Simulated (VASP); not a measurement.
# Al3Ni2 (P-3m1) in VASP: relaxation of the atoms with PBEsol

Aim: the relaxation of the atoms of Al3Ni2 with PBEsol.

Everything below comes from runs of VASP 6.6.1. Logs are shortened: lines on timing, memory, paths and dates and some standing lists are left out, and cuts for length are marked.

## (1) The cell of the first run

Symmetry: P-3m1, No. 164, trigonal system. The conventional cell has a = 3.923 Å, b = 3.923 Å, c = 4.762 Å, α = 90.00°, β = 90.00°, γ = 120.00°. Al (site symmetry -3m) has 6 Ni at 2.37 Å and 6 Al at 2.82 Å within 3.1 Å. Al (site symmetry 3m) has 5 Ni at 2.38 to 2.47 Å and 6 Al at 2.66 to 2.82 Å within 3.1 Å. Ni (site symmetry 3m) has 8 Al at 2.37 to 2.47 Å and 3 Ni at 2.66 Å within 3.1 Å.

## (2) Relaxation of the atoms, PBEsol (equal strain along all axes, cell held: -2.0 %)

INCAR reads:

```
PREC = Accurate
ENCUT = 520
EDIFF = 1E-6
ISMEAR = 0
SIGMA = 0.1
LREAL = F
LASPH = T
NELM = 80
ALGO = Fast
ISIF = 2
LWAVE = F
LCHARG = F
GGA = PS
IBRION = 2
NSW = 60
EDIFFG = -0.008
```

KPOINTS reads:

```
Automatic mesh
0
Gamma
  12 12 8
```

POSCAR reads:

```
Al3Ni2
1.0
    3.9230768519      0.0000000000      0.0000000000
   -1.9615384259      3.3974842147      0.0000000000
    0.0000000000      0.0000000000      4.7622753216
Al Ni
3 2
Direct
    0.0000000000      0.0000000000      0.0000000000
    0.3333333333      0.6666666667      0.6471821826
    0.6666666667      0.3333333333      0.3528178174
    0.3333333333      0.6666666667      0.1459261590
    0.6666666667      0.3333333333      0.8540738410
```

Potentials or basis: VASP PAW PBE potentials, release 64 (Al, Ni).

Started as:

```bash
$ cat potpaw_PBE.64/Al/POTCAR potpaw_PBE.64/Ni/POTCAR > POTCAR
$ mpirun -np 1 vasp_std > vasp.out
```

OUTCAR:

```text
PREC = Accurate
   ENCUT = 520
   EDIFF = 1E-6
   ISMEAR = 0
   LREAL = F
   LASPH = T
   NELM = 80
   ISIF = 2
   GGA = PS
   IBRION = 2
   NSW = 60
   EDIFFG = -0.008

 ion  position               nearest neighbor table
   1  0.000  0.000  0.000-   4 2.37   5 2.37   4 2.37   5 2.37   5 2.37   4 2.37   2 2.82   3 2.82
                             2 2.82   3 2.82   2 2.82   3 2.82
   2  0.333  0.667  0.647-   4 2.38   4 2.39   5 2.47   5 2.47   5 2.47   3 2.66   3 2.66   3 2.66
                             1 2.82   1 2.82   1 2.82
   3  0.667  0.333  0.353-   5 2.38   5 2.39   4 2.47   4 2.47   4 2.47   2 2.66   2 2.66   2 2.66
                             1 2.82   1 2.82   1 2.82
   4  0.333  0.667  0.146-   1 2.37   1 2.37   1 2.37   2 2.38   2 2.39   3 2.47   3 2.47   3 2.47
                             5 2.66   5 2.66   5 2.66
   5  0.667  0.333  0.854-   1 2.37   1 2.37   1 2.37   3 2.38   3 2.39   2 2.47   2 2.47   2 2.47
                             4 2.66   4 2.66   4 2.66

  LATTYP: Found a hexagonal cell.
 ALAT       =     3.9230768519
 C/A-ratio  =     1.2139133393

  Lattice vectors:

 A1 = (   3.9230768519,   0.0000000000,   0.0000000000)
 A2 = (  -1.9615384259,   3.3974842147,   0.0000000000)
 A3 = (   0.0000000000,   0.0000000000,   4.7622753216)

Analysis of symmetry for initial positions (statically):
=====================================================================
 Subroutine PRICEL returns:
 Original cell was already a primitive cell.

 Routine SETGRP: Setting up the symmetry group for a
 hexagonal supercell.

 Subroutine GETGRP returns: Found 12 space group operations
 (whereof 12 operations were pure point group operations)
 out of a pool of 24 trial point group operations.

The static configuration has the point symmetry D_3d.

Analysis of symmetry for dynamics (positions and initial velocities):
=====================================================================
 Subroutine PRICEL returns:
 Original cell was already a primitive cell.

 Routine SETGRP: Setting up the symmetry group for a
 hexagonal supercell.

 Subroutine GETGRP returns: Found 12 space group operations
 (whereof 12 operations were pure point group operations)
 out of a pool of 24 trial point group operations.

The dynamic configuration has the point symmetry D_3d.

 Subroutine INISYM returns: Found 12 space group operations
 (whereof 12 operations are pure point group operations),
 and found     1 'primitive' translations

----------------------------------------------------------------------------------------

                                     Primitive cell

  volume of cell :      63.4744

  direct lattice vectors                    reciprocal lattice vectors
     3.923076852  0.000000000  0.000000000     0.254901965  0.147167718  0.000000000
    -1.961538426  3.397484215  0.000000000     0.000000000  0.294335437  0.000000000
     0.000000000  0.000000000  4.762275322     0.000000000  0.000000000  0.209983660

  length of vectors
     3.923076852  3.923076852  4.762275322     0.294335437  0.294335437  0.209983660

  position of ions in fractional coordinates (direct lattice)
     0.000000000  0.000000000  0.000000000
     0.333333333  0.666666667  0.647182183
     0.666666667  0.333333333  0.352817817
     0.333333333  0.666666667  0.145926159
     0.666666667  0.333333333  0.854073841

  ion indices of the primitive-cell ions
   primitive index   ion index
                 1           1
                 2           2
                 3           3
                 4           4
                 5           5

----------------------------------------------------------------------------------------

 KPOINTS: Automatic mesh

Automatic generation of k-mesh.
 Grid dimensions read from file:
 generate k-points for:   12   12    8

 Generating k-lattice:

  Cartesian coordinates                     Fractional coordinates (reciprocal lattice)
     0.021241830  0.012263977  0.000000000     0.083333333  0.000000000  0.000000000
     0.000000000  0.024527953  0.000000000     0.000000000  0.083333333  0.000000000
     0.000000000  0.000000000  0.026247957     0.000000000  0.000000000  0.125000000

  Length of vectors
     0.024527953  0.024527953  0.026247957

  Shift w.r.t. Gamma in fractional coordinates (k-lattice)
     0.000000000  0.000000000  0.000000000

 Subroutine IBZKPT returns following result:
 ===========================================

 Found    131 irreducible k-points:

 Following reciprocal coordinates:
            Coordinates               Weight
  0.000000  0.000000  0.000000      1.000000
  0.083333  0.000000  0.000000      6.000000
  0.166667 -0.000000  0.000000      6.000000
  0.250000 -0.000000  0.000000      6.000000
  0.333333  0.000000  0.000000      6.000000
  0.416667 -0.000000  0.000000      6.000000
[... 16 lines left out ...]
  0.166667 -0.000000  0.125000      6.000000
  0.000000  0.166667  0.125000      6.000000
 [... further k-points ...]
   k-points           NKPTS =    131   k-points in BZ     NKDIM =    131   number of bands    NBANDS=     18
   number of dos      NEDOS =    301   number of ions     NIONS =      5
   total plane-waves  NPLWV =  32400
   dimension x,y,z NGX =    30 NGY =   30 NGZ =   36
   dimension x,y,z NGXF=    60 NGYF=   60 NGZF=   72
   ions per type =               3   2
   NGX,Y,Z   is equivalent  to a cutoff of  12.71, 12.71, 12.57 a.u.
   NGXF,Y,Z  is equivalent  to a cutoff of  25.43, 25.43, 25.13 a.u.
 SYSTEM =  unknown system
   PREC   = accura    normal or accurate (medium, high low for compatibility)
   ISTART =      0    job   : 0-new  1-cont  2-samecut
   ICHARG =      2    charge: 1-file 2-atom 10-const
   ISPIN  =      1    spin polarized calculation?
   LNONCOLLINEAR =      F non collinear calculations
   LSORBIT =      F    spin-orbit coupling
   LASPH  =      T    aspherical Exc in radial PAW
   ENCUT  =  520.0 eV  38.22 Ry    6.18 a.u.   7.29  7.29  8.85*2*pi/ulx,y,z
   NELM   =     80;   NELMIN=  2; NELMDL= -5     # of ELM steps
   EDIFF  = 0.1E-05   stopping-criterion for ELM
   LREAL  =      F    real-space projection
   EDIFFG = -.8E-02   stopping-criterion for IOM
   NSW    =     60    number of steps for IOM
   IBRION =      2    ionic relax: 0-MD 1-quasi-New 2-CG
   NFREE  =      1    steps in history (QN), initial steepest desc. (CG)
   ISIF   =      2    stress and relaxation
   ISYM   =      2    0-nonsym 1-usesym 2-fastsym
   POTIM  = 0.5000    time-step for ionic-motion
   TEBEG  =    0.0;   TEEND  =   0.0 temperature during run
   PSTRESS=    0.0 pullay stress
   NELECT =      29.0000    total number of electrons
   NUPDOWN=      -1.0000    fix difference up-down
   EMIN   =  10.00;   EMAX   =-10.00  energy-range for DOS
   EFERMI =   0.00;   METHOD = LEGACY
   ISMEAR =     0;   SIGMA  =   0.10  broadening in eV -4-tet -1-fermi 0-gaus
   EFERMI_NEDOS =   21; number of points for ismear=-14 and -15
   IALGO  =     68    algorithm
   IMIX   =      4    mixing-type and parameters
     AMIX     =   0.40;   BMIX     =  1.00
     AMIX_MAG =   1.60;   BMIX_MAG =  1.00
  volume/ion in A,a.u.               =      12.69        85.67
  Fermi-wavevector in a.u.,A,eV,Ry     =   1.260882  2.382722 21.630874  1.589824
  Thomas-Fermi vector in A             =   2.394370
   LORBIT       =      0    0 simple, 1 ext, 2 COOP (PROOUT), +10 PAW based schemes
   GGA     = PS    functional components
   LHFCALC =     F    Hartree Fock is set to
   AEXX    =    0.0000 exact exchange contribution
   IVDW    =     0    specifies the selected vdW correction
   LEPSILON=     F    determine dielectric tensor
   LRPA    =     F    only Hartree local field effects (RPA)
 conjugate gradient relaxation of ions
 non-spin polarized calculation
 RMM-DIIS sequential band-by-band and
 Gauss-broadening in eV      SIGMA  =   0.10
  energy-cutoff  :      520.00
  volume of cell :       63.47
 maximum number of plane-waves:      1751
 NGX is ok and might be reduce to    30
   NGX = 15   NGY = 15   NGZ = 17

--------------------------------------- Ionic step        1  -------------------------------------------

 number of electron      29.0000042 magnetization

 Free energy of the ion-electron system (eV)
  ---------------------------------------------------
  ext. energy  EPLUGINS =         0.00000000
  ---------------------------------------------------
  free energy    TOTEN  =       -27.55040114 eV

  energy without entropy =      -27.54425421  energy(sigma->0) =      -27.54732767

------------------------ aborting loop because EDIFF is reached ----------------------------------------

  FORCE on cell =-STRESS in cart. coord.  units (eV):
  Direction    XX          YY          ZZ          XY          YZ          ZX
  --------------------------------------------------------------------------------------
  -------------------------------------------------------------------------------------
  Total        3.8237851      3.8237851      4.0858147      0.0000000      0.0000000      0.0000000
  in kB       96.5173299     96.5173299    103.1312980      0.0000000      0.0000000      0.0000000
  external PRESSURE =      98.7219860 kB  Pullay stress =       0.0000000 kB

 VOLUME and BASIS-vectors are now :
 -----------------------------------------------------------------------------
  energy-cutoff  :      520.00
  volume of cell :       63.47
      direct lattice vectors                 reciprocal lattice vectors
     3.923076852  0.000000000  0.000000000     0.254901965  0.147167718  0.000000000
    -1.961538426  3.397484215  0.000000000     0.000000000  0.294335437  0.000000000
     0.000000000  0.000000000  4.762275322     0.000000000  0.000000000  0.209983660

 POSITION                                       TOTAL-FORCE (eV/Angst)
 -----------------------------------------------------------------------------------
      0.00000      0.00000      0.00000         0.000000      0.000000      0.000000
     -0.00000      2.26499      3.08206         0.000000      0.000000     -0.049333
      1.96154      1.13249      1.68022        -0.000000      0.000000      0.049333
     -0.00000      2.26499      0.69494         0.000000      0.000000      0.056359
      1.96154      1.13249      4.06733         0.000000     -0.000000     -0.056359
 -----------------------------------------------------------------------------------
    total drift:                               -0.000000      0.000000     -0.000000

  FREE ENERGIE OF THE ION-ELECTRON SYSTEM (eV)
  ---------------------------------------------------
  free  energy   TOTEN  =       -27.5504011401 eV

  energy  without entropy=      -27.5442542089  energy(sigma->0) =      -27.54732767

--------------------------------------- Ionic step        2  -------------------------------------------

 number of electron      29.0000041 magnetization

 Free energy of the ion-electron system (eV)
  ---------------------------------------------------
  ext. energy  EPLUGINS =         0.00000000
  ---------------------------------------------------
  free energy    TOTEN  =       -27.55065847 eV

  energy without entropy =      -27.54446961  energy(sigma->0) =      -27.54756404

 E-fermi :   9.2160     XC(G=0): -11.6377

 val. band max:        9.2159794789   @ k =   0.1667   0.0833   0.2500
 cond. band min:       9.2166052462   @ k =   0.1667   0.0833   0.5000
 fundamental gap:      0.0006257673
 Fermi energy:         9.2160187869

 k-point     1 :       0.0000    0.0000    0.0000
  band No.  band energies     occupation
      1      -1.7414      2.00000
      2       3.7517      2.00000
      3       4.1997      2.00000
      4       5.3840      2.00000
      5       5.3840      2.00000
      6       5.9666      2.00000
[... 10 lines left out ...]
     17      12.5172      0.00000
     18      13.9101      0.00000
[... 463 lines left out ...]
 k-point    24 :       0.0000    0.1667    0.1250
  band No.  band energies     occupation
      1      -1.2793      2.00000
      2       3.2085      2.00000
      3       4.7067      2.00000
      4       5.2043      2.00000
      5       5.4977      2.00000
      6       5.8417      2.00000
[... 10 lines left out ...]
     17      13.4095      0.00000
     18      13.6525      0.00000

 [... further k-points ...]
[... 5 lines left out ...]
  --------------------------------------------------------------------------------------
  -------------------------------------------------------------------------------------
  Total        3.8755376      3.8755376      4.1468253      0.0000000      0.0000000      0.0000000
  in kB       97.8236306     97.8236306    104.6712866      0.0000000      0.0000000      0.0000000
  external PRESSURE =     100.1061826 kB  Pullay stress =       0.0000000 kB

 VOLUME and BASIS-vectors are now :
 -----------------------------------------------------------------------------
  energy-cutoff  :      520.00
  volume of cell :       63.47
      direct lattice vectors                 reciprocal lattice vectors
     3.923076852  0.000000000  0.000000000     0.254901965  0.147167718  0.000000000
    -1.961538426  3.397484215  0.000000000     0.000000000  0.294335437  0.000000000
     0.000000000  0.000000000  4.762275322     0.000000000  0.000000000  0.209983660

 POSITION                                       TOTAL-FORCE (eV/Angst)
 -----------------------------------------------------------------------------------
      0.00000      0.00000      0.00000         0.000000      0.000000      0.000000
     -0.00000      2.26499      3.07968        -0.000000      0.000000      0.004544
      1.96154      1.13249      1.68260        -0.000000     -0.000000     -0.004544
     -0.00000      2.26499      0.69766         0.000000     -0.000000     -0.002454
      1.96154      1.13249      4.06462         0.000000      0.000000      0.002454
 -----------------------------------------------------------------------------------
    total drift:                               -0.000000      0.000000      0.000000

  FREE ENERGIE OF THE ION-ELECTRON SYSTEM (eV)
  ---------------------------------------------------
  free  energy   TOTEN  =       -27.5506584741 eV

  energy  without entropy=      -27.5444696082  energy(sigma->0) =      -27.54756404

 reached required accuracy - stopping structural energy minimisation
```

Run time: 3.3 min. Hardware: 1 thread of Oxide Virtual Turin-like, shared host; peak memory 0.25 GiB.

What came out:

* Free energy: -27.5507 eV
* Energy gained by relaxing: 0.1 meV/atom
* Ionic steps: 2
* Pressure after relaxing: 10.0 GPa
* Largest force after relaxing: 0.005 eV/Å
* Band gap on the k mesh: zero (an odd number of electrons rules out a gap without spin polarisation)

Forces on the atoms (eV/Å):
```
Al   0.000  0.000  0.000
Al   0.000  0.000  0.005
Al   0.000  0.000 -0.005
Ni   0.000  0.000 -0.002
Ni   0.000  0.000  0.002
```

Stress tensor (GPa, compression positive):
```
 9.78  0.00  0.00
 0.00  9.78  0.00
 0.00  0.00 10.47
```

The path:
```tsv
step	energy change (eV)	largest force (eV/Å)	pressure (GPa)
1	0.0000	0.0564	9.87
2	-0.0003	0.0045	10.01
```

Final structure:
```xyz
5
Lattice="3.9231 0.0000 0.0000 -1.9615 3.3975 0.0000 0.0000 0.0000 4.7623" Properties=species:S:1:pos:R:3 pbc="T T T"
Al    0.0000    0.0000    0.0000
Al    0.0000    2.2650    3.0797
Al    1.9615    1.1325    1.6826
Ni    0.0000    2.2650    0.6977
Ni    1.9615    1.1325    4.0646
```

Caveat: the cell differs from its parent crystal (equal strain along all axes, cell held: -2.0 %); the PAW data sets were made with another functional, which shifts forces and pressure a little.
